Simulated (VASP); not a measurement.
# Al in VASP: further runs

The runs below take Al through single point, with LDA.

All numbers are computed with VASP 6.6.1; they aren't measurements. Logs are shortened: lines on timing, memory, paths and dates and some standing lists are left out, and cuts for length are marked.

### 1 The cell of the first run

The cell holds a slab with vacuum, 5 atoms: a = 2.817 Å, b = 3.984 Å, c = 21.634 Å, α = 90.00°, β = 90.00°, γ = 90.00°.

### 2 Single point, LDA

File INCAR:

```
SYSTEM = Al
  PREC = Accurate
  ENCUT = 400
  EDIFF = 1E-6
  ISMEAR = -1
  SIGMA = 0.05
  LREAL = .FALSE.
  LASPH = .TRUE.
  NELM = 120
  ALGO = Normal
  ISIF = 2
  LWAVE = .FALSE.
  LCHARG = .TRUE.
  LELF = .TRUE.
  LVHAR = .TRUE.
  NBANDS = 16
  GGA_COMPAT = .FALSE.
  NELMDL = -8
```

File KPOINTS:

```
regular mesh
0
G
  13 9 1
  0 0 0
```

File POSCAR:

```
Al
1.0
    2.8168008949      0.0000000000      0.0000000000
    0.0000000000      3.9835580280      0.0000000000
    0.0000000000      0.0000000000     21.6336000000
Al
5
Direct
    0.0000000000      0.0000000000      0.3749259573
    0.5000000000      0.5000000000      0.4352217579
    0.0000000000      0.0000000000      0.4999999954
    0.5000000000      0.5000000000      0.5647782477
    0.0000000000      0.0000000000      0.6250740417
```

Potentials or basis: VASP PAW LDA potentials, release 64 (Al).

Run with:

```
$ cat potpaw_LDA.64/Al/POTCAR > POTCAR
$ mpirun -np 1 vasp_std > vasp.out
```

OUTCAR:

```text
SYSTEM = Al
   PREC = Accurate
   ENCUT = 400
   EDIFF = 1E-6
   ISMEAR = -1
   LREAL = .FALSE.
   LASPH = .TRUE.
   NELM = 120
   ISIF = 2
   NELMDL = -8

 ion  position               nearest neighbor table
   1  0.000  0.000  0.375-   3 2.71   2 2.77   2 2.77   2 2.77   2 2.77
   2  0.500  0.500  0.435-   1 2.77   1 2.77   1 2.77   1 2.77   4 2.80   3 2.81   3 2.81   3 2.81
                             3 2.81
   3  0.000  0.000  0.500-   1 2.71   5 2.71   2 2.81   2 2.81   2 2.81   2 2.81   4 2.81   4 2.81
                             4 2.81   4 2.81
   4  0.500  0.500  0.565-   5 2.77   5 2.77   5 2.77   5 2.77   2 2.80   3 2.81   3 2.81   3 2.81
                             3 2.81
   5  0.000  0.000  0.625-   3 2.71   4 2.77   4 2.77   4 2.77   4 2.77

  LATTYP: Found a simple orthorhombic cell.
 ALAT       =     2.8168008949
 B/A-ratio  =     1.4142135623
 C/A-ratio  =     7.6802020474

  Lattice vectors:

 A1 = (   2.8168008949,   0.0000000000,   0.0000000000)
 A2 = (   0.0000000000,   3.9835580280,   0.0000000000)
 A3 = (   0.0000000000,   0.0000000000,  21.6336000000)

Analysis of symmetry for initial positions (statically):
=====================================================================
 Subroutine PRICEL returns:
 Original cell was already a primitive cell.

 Routine SETGRP: Setting up the symmetry group for a
 simple orthorhombic supercell.

 Subroutine GETGRP returns: Found  8 space group operations
 (whereof  8 operations were pure point group operations)
 out of a pool of  8 trial point group operations.

The static configuration has the point symmetry D_2h.

Analysis of symmetry for dynamics (positions and initial velocities):
=====================================================================
 Subroutine PRICEL returns:
 Original cell was already a primitive cell.

 Routine SETGRP: Setting up the symmetry group for a
 simple orthorhombic supercell.

 Subroutine GETGRP returns: Found  8 space group operations
 (whereof  8 operations were pure point group operations)
 out of a pool of  8 trial point group operations.

The dynamic configuration has the point symmetry D_2h.

 Subroutine INISYM returns: Found  8 space group operations
 (whereof  8 operations are pure point group operations),
 and found     1 'primitive' translations

----------------------------------------------------------------------------------------

                                     Primitive cell

  volume of cell :     242.7482

  direct lattice vectors                    reciprocal lattice vectors
     2.816800895  0.000000000  0.000000000     0.355012668  0.000000000  0.000000000
     0.000000000  3.983558028  0.000000000     0.000000000  0.251031865  0.000000000
     0.000000000  0.000000000 21.633600000     0.000000000  0.000000000  0.046224392

  length of vectors
     2.816800895  3.983558028 21.633600000     0.355012668  0.251031865  0.046224392

  position of ions in fractional coordinates (direct lattice)
     0.000000000  0.000000000  0.374925957
     0.500000000  0.500000000  0.435221758
     0.000000000  0.000000000  0.499999995
     0.500000000  0.500000000  0.564778248
     0.000000000  0.000000000  0.625074042

  ion indices of the primitive-cell ions
   primitive index   ion index
                 1           1
                 2           2
                 3           3
                 4           4
                 5           5

----------------------------------------------------------------------------------------

 KPOINTS: regular mesh

Automatic generation of k-mesh.
 Grid dimensions read from file:
 generate k-points for:   13    9    1

 Generating k-lattice:

  Cartesian coordinates                     Fractional coordinates (reciprocal lattice)
     0.027308667  0.000000000  0.000000000     0.076923077  0.000000000  0.000000000
     0.000000000  0.027892429  0.000000000     0.000000000  0.111111111  0.000000000
     0.000000000  0.000000000  0.046224392     0.000000000  0.000000000  1.000000000

  Length of vectors
     0.027308667  0.027892429  0.046224392

  Shift w.r.t. Gamma in fractional coordinates (k-lattice)
     0.000000000  0.000000000  0.000000000

 Subroutine IBZKPT returns following result:
 ===========================================

 Found     35 irreducible k-points:

 Following reciprocal coordinates:
            Coordinates               Weight
  0.000000  0.000000  0.000000      1.000000
  0.076923  0.000000  0.000000      2.000000
  0.153846  0.000000  0.000000      2.000000
  0.230769  0.000000  0.000000      2.000000
  0.307692  0.000000  0.000000      2.000000
  0.384615  0.000000  0.000000      2.000000
[... 16 lines left out ...]
  0.076923  0.333333  0.000000      4.000000
  0.153846  0.333333  0.000000      4.000000
 [... further k-points ...]
   k-points           NKPTS =     35   k-points in BZ     NKDIM =     35   number of bands    NBANDS=     16
   number of dos      NEDOS =    301   number of ions     NIONS =      5
   total plane-waves  NPLWV =  72576
   dimension x,y,z NGX =    18 NGY =   28 NGZ =  144
   dimension x,y,z NGXF=    36 NGYF=   56 NGZF=  288
   ions per type =               5
   NGX,Y,Z   is equivalent  to a cutoff of  10.62, 11.69, 11.07 a.u.
   NGXF,Y,Z  is equivalent  to a cutoff of  21.25, 23.37, 22.13 a.u.
 SYSTEM =  Al
   PREC   = accura    normal or accurate (medium, high low for compatibility)
   ISTART =      0    job   : 0-new  1-cont  2-samecut
   ICHARG =      2    charge: 1-file 2-atom 10-const
   ISPIN  =      1    spin polarized calculation?
   LNONCOLLINEAR =      F non collinear calculations
   LSORBIT =      F    spin-orbit coupling
   LASPH  =      T    aspherical Exc in radial PAW
   ENCUT  =  400.0 eV  29.40 Ry    5.42 a.u.   4.59  6.50 35.28*2*pi/ulx,y,z
   NELM   =    120;   NELMIN=  2; NELMDL= -8     # of ELM steps
   EDIFF  = 0.1E-05   stopping-criterion for ELM
   LREAL  =      F    real-space projection
   EDIFFG = 0.1E-04   stopping-criterion for IOM
   NSW    =      0    number of steps for IOM
   IBRION =     -1    ionic relax: 0-MD 1-quasi-New 2-CG
   NFREE  =      0    steps in history (QN), initial steepest desc. (CG)
   ISIF   =      2    stress and relaxation
   ISYM   =      2    0-nonsym 1-usesym 2-fastsym
   POTIM  = 0.5000    time-step for ionic-motion
   TEBEG  =    0.0;   TEEND  =   0.0 temperature during run
   PSTRESS=    0.0 pullay stress
   NELECT =      15.0000    total number of electrons
   NUPDOWN=      -1.0000    fix difference up-down
   EMIN   =  10.00;   EMAX   =-10.00  energy-range for DOS
   EFERMI =   0.00;   METHOD = LEGACY
   ISMEAR =    -1;   SIGMA  =   0.05  broadening in eV -4-tet -1-fermi 0-gaus
   EFERMI_NEDOS =   21; number of points for ismear=-14 and -15
   IALGO  =     38    algorithm
   IMIX   =      4    mixing-type and parameters
     AMIX     =   0.40;   BMIX     =  1.00
     AMIX_MAG =   1.60;   BMIX_MAG =  1.00
  volume/ion in A,a.u.               =      48.55       327.63
  Fermi-wavevector in a.u.,A,eV,Ry     =   0.647222  1.223072  5.699429  0.418896
  Thomas-Fermi vector in A             =   1.715460
   LORBIT       =      0    0 simple, 1 ext, 2 COOP (PROOUT), +10 PAW based schemes
   GGA     = CA    functional components
   LHFCALC =     F    Hartree Fock is set to
   AEXX    =    0.0000 exact exchange contribution
   IVDW    =     0    specifies the selected vdW correction
   LEPSILON=     F    determine dielectric tensor
   LRPA    =     F    only Hartree local field effects (RPA)
 non-spin polarized calculation
  energy-cutoff  :      400.00
  volume of cell :      242.75
 maximum number of plane-waves:      4445
   NGX =  9   NGY = 13   NGZ = 71

 number of electron      15.0000000 magnetization

 Free energy of the ion-electron system (eV)
  ---------------------------------------------------
  ext. energy  EPLUGINS =         0.00000000
  ---------------------------------------------------
  free energy    TOTEN  =       -19.37425050 eV

  energy without entropy =      -19.36217312  energy(sigma->0) =      -19.36821181

 E-fermi :   0.0061     XC(G=0):  -4.3833

 val. band max:       -0.0101272284   @ k =   0.3077   0.2222   0.0000
 cond. band min:       0.1087419800   @ k =   0.2308   0.2222   0.0000
 fundamental gap:      0.1188692084
 Fermi energy:         0.0061331565

 k-point     1 :       0.0000    0.0000    0.0000
  band No.  band energies     occupation
      1     -10.9676      2.00000
      2      -9.1803      2.00000
      3      -6.3790      2.00000
      4      -3.4469      2.00000
      5      -2.6320      2.00000
      6      -1.1374      2.00000
[... 8 lines left out ...]
     15       4.7364      0.00000
     16       5.0159      0.00000

 k-point     2 :       0.0769    0.0000    0.0000
  band No.  band energies     occupation
      1     -10.8579      2.00000
      2      -9.0716      2.00000
      3      -6.2716      2.00000
      4      -3.3425      2.00000
      5      -2.5321      2.00000
      6      -1.0344      2.00000
[... 8 lines left out ...]
     15       4.5426      0.00000
     16       5.0376      0.00000

 k-point     3 :       0.1538    0.0000    0.0000
  band No.  band energies     occupation
      1     -10.5294      2.00000
      2      -8.7462      2.00000
      3      -5.9501      2.00000
      4      -3.0315      2.00000
      5      -2.2323      2.00000
      6      -0.7406      2.00000
[... 8 lines left out ...]
     15       4.3689      0.00000
     16       4.9157      0.00000

 k-point     4 :       0.2308    0.0000    0.0000
  band No.  band energies     occupation
      1      -9.9838      2.00000
      2      -8.2060      2.00000
      3      -5.4173      2.00000
      4      -2.5239      2.00000
      5      -1.7322      2.00000
      6      -0.7628      2.00000
[... 8 lines left out ...]
     15       4.6543      0.00000
     16       5.2387      0.00000

 k-point     5 :       0.3077    0.0000    0.0000
  band No.  band energies     occupation
      1      -9.2240      2.00000
      2      -7.4547      2.00000
      3      -4.6798      2.00000
      4      -2.4047      2.00000
      5      -1.8977      2.00000
      6      -1.0312      2.00000
[... 8 lines left out ...]
     15       5.1314      0.00000
     16       5.2390      0.00000

 k-point     6 :       0.3846    0.0000    0.0000
  band No.  band energies     occupation
      1      -8.2541      2.00000
      2      -6.4986      2.00000
      3      -4.1781      2.00000
      4      -3.6877      2.00000
      5      -2.4766      2.00000
      6      -0.6786      2.00000
[... 8 lines left out ...]
     15       4.3353      0.00000
     16       5.0049      0.00000
[... 267 lines left out ...]
 k-point    21 :       0.4615    0.2222    0.0000
  band No.  band energies     occupation
      1      -6.6392      2.00000
      2      -5.2654      2.00000
      3      -4.9323      2.00000
      4      -3.5177      2.00000
      5      -2.3093      2.00000
      6      -1.6367      2.00000
[... 8 lines left out ...]
     15       4.4097      0.00000
     16       5.5576      0.00000

 k-point    22 :       0.0000    0.3333    0.0000
  band No.  band energies     occupation
      1      -9.9464      2.00000
      2      -8.1904      2.00000
      3      -6.9322      2.00000
      4      -5.3820      2.00000
      5      -5.1299      2.00000
      6      -2.5621      2.00000
[... 8 lines left out ...]
     15       5.7208      0.00000
     16       6.3829      0.00000

 k-point    23 :       0.0769    0.3333    0.0000
  band No.  band energies     occupation
      1      -9.8376      2.00000
      2      -8.0826      2.00000
      3      -6.8260      2.00000
      4      -5.2749      2.00000
      5      -5.0244      2.00000
      6      -2.4593      2.00000
[... 8 lines left out ...]
     15       5.5873      0.00000
     16       6.0384      0.00000

 k-point    24 :       0.1538    0.3333    0.0000
  band No.  band energies     occupation
      1      -9.5117      2.00000
      2      -7.7598      2.00000
      3      -6.5077      2.00000
      4      -4.9547      2.00000
      5      -4.7087      2.00000
      6      -2.1524      2.00000
[... 8 lines left out ...]
     15       5.3520      0.00000
     16       5.6351      0.00000

 [... further k-points ...]
[... 5 lines left out ...]
  --------------------------------------------------------------------------------------
  -------------------------------------------------------------------------------------
  Total       -1.1766229     -0.2164714      0.0251729      0.0000000      0.0000000      0.0000000
  in kB       -7.7658999     -1.4287462      0.1661451      0.0000000      0.0000000      0.0000000
  external PRESSURE =      -3.0095003 kB  Pullay stress =       0.0000000 kB

 VOLUME and BASIS-vectors are now :
 -----------------------------------------------------------------------------
  energy-cutoff  :      400.00
  volume of cell :      242.75
      direct lattice vectors                 reciprocal lattice vectors
     2.816800895  0.000000000  0.000000000     0.355012668  0.000000000  0.000000000
     0.000000000  3.983558028  0.000000000     0.000000000  0.251031865  0.000000000
     0.000000000  0.000000000 21.633600000     0.000000000  0.000000000  0.046224392

 POSITION                                       TOTAL-FORCE (eV/Angst)
 -----------------------------------------------------------------------------------
      0.00000      0.00000      8.11100        -0.000000     -0.000000     -0.006232
      1.40840      1.99178      9.41541        -0.000000     -0.000000      0.000293
      0.00000      0.00000     10.81680        -0.000000     -0.000000      0.000000
      1.40840      1.99178     12.21819        -0.000000      0.000000     -0.000293
      0.00000      0.00000     13.52260         0.000000     -0.000000      0.006232
 -----------------------------------------------------------------------------------
    total drift:                               -0.000000     -0.000000     -0.000002

  FREE ENERGIE OF THE ION-ELECTRON SYSTEM (eV)
  ---------------------------------------------------
  free  energy   TOTEN  =       -19.3742504986 eV

  energy  without entropy=      -19.3621731194  energy(sigma->0) =      -19.36821181
```

Wall time 73 s (1 thread of Intel Xeon 6975P-C (Granite Rapids), shared host); peak memory 0.23 GiB.

Results:

| Quantity | Value |
| --- | --- |
| Free energy | -19.3743 eV |
| Largest force | 0.006 eV/Å |

Forces in eV/Å, atoms in the order of the input:
```
Al   0.000  0.000 -0.006
Al   0.000  0.000  0.000
Al   0.000  0.000  0.000
Al   0.000  0.000  0.000
Al   0.000  0.000  0.006
```

### 3 Single point, LDA

This run uses another cell than the first one, of 61.52 Å³/atom, 1.267 times its volume.

File INCAR:

```
ALGO = Normal
DIPOL = 0.5 0.5 0.500
EDIFF = 1E-6
ENCUT = 400
GGA_COMPAT = False
IDIPOL = 3
ISIF = 2
ISMEAR = -1
LASPH = True
LCHARG = False
LDIPOL = True
LREAL = False
LWAVE = False
NBANDS = 16
NELM = 120
NELMDL = -8
PREC = Accurate
SIGMA = 0.05
```

File KPOINTS:

```
k-points
0
Gamma
  13 9 1
```

File POSCAR:

```
Al
1.0
    2.8168008949      0.0000000000      0.0000000000
    0.0000000000      3.9835580280      0.0000000000
    0.0000000000      0.0000000000     27.4116000000
Al
5
Direct
    0.0000000000      0.0000000000      0.4012898992
    0.5000000000      0.5000000000      0.4488761485
    0.0000000000      0.0000000000      0.4999999968
    0.5000000000      0.5000000000      0.5511238567
    0.0000000000      0.0000000000      0.5987101008
```

Potentials or basis: VASP PAW LDA potentials, release 64 (Al).

Run with:

```
$ cat potpaw_LDA.64/Al/POTCAR > POTCAR
$ mpirun -np 1 vasp_std > vasp.out
```

Run time: 76 s. Hardware: 1 thread of Intel Xeon 6975P-C (Granite Rapids), shared host; peak memory 0.26 GiB.

It converged, with:

```yaml
Free_energy: -19.3744 eV
Largest_force: 0.006 eV/Å
```

Forces in eV/Å, atoms in the order of the input:
```
Al   0.000  0.000 -0.006
Al   0.000  0.000  0.000
Al   0.000  0.000  0.000
Al   0.000  0.000  0.000
Al   0.000  0.000  0.006
```

Levels at points of the mesh, in eV from the Fermi level:
```csv
k point,band 5,band 6,band 7,band 8,band 9,band 10
"(0.00, 0.00, 0.00)",-2.64,-1.14,-1.00,-0.71,0.66,1.78
```

### 4 Single point, LDA

This run uses another cell than the first one, of 61.52 Å³/atom, 1.267 times its volume.

File INCAR:

```
SYSTEM = Al
PREC     = Accurate       ! precision mode
ENCUT    = 400            ! plane-wave cutoff, eV
EDIFF    = 1E-6           ! SCF threshold, eV
ISMEAR   = -1             ! smearing method
SIGMA    = 0.05           ! smearing width, eV
LREAL    = .False.        ! projectors in reciprocal space
LASPH    = .True.         ! aspherical terms in the spheres
NELM     = 120            ! most SCF steps
ALGO     = Normal         ! electronic algorithm
ISIF     = 2              ! what is computed and relaxed
LWAVE    = .False.        ! write WAVECAR
LCHARG   = .False.        ! write CHGCAR
LDIPOL   = .True.       
IDIPOL   = 3            
DIPOL    = 0.5 0.5 0.500
GGA      = CA             ! functional
NBANDS   = 16             ! bands
GGA_COMPAT= .False.      
NELMDL   = -8
```

File KPOINTS:

```
Automatic mesh
0
Gamma
  13 9 1
  0 0 0
```

POSCAR is that of step 3.

Run with:

```
$ cat potpaw_LDA.64/Al/POTCAR > POTCAR
$ mpirun -np 1 vasp_std > vasp.out
```

Run time: 83 s. Hardware: 1 thread of Intel Xeon 6975P-C (Granite Rapids), shared host; peak memory 0.26 GiB.

The run converged. Its results:

* Free energy: -19.3744 eV
* Largest force: 0.006 eV/Å

Forces in eV/Å, atoms in the order of the input:
```
Al   0.000  0.000 -0.006
Al   0.000  0.000  0.000
Al   0.000  0.000  0.000
Al   0.000  0.000  0.000
Al   0.000  0.000  0.006
```

Levels at points of the mesh, in eV from the Fermi level:
| k point | band 3 | band 4 | band 5 | band 6 | band 7 | band 8 | band 9 | band 10 | band 11 | band 12 |
| --- | --- | --- | --- | --- | --- | --- | --- | --- | --- | --- |
| (0.00, 0.00, 0.00) | -6.39 | -3.45 | -2.64 | -1.14 | -1.00 | -0.71 | 0.66 | 1.78 | 2.16 | 3.45 |
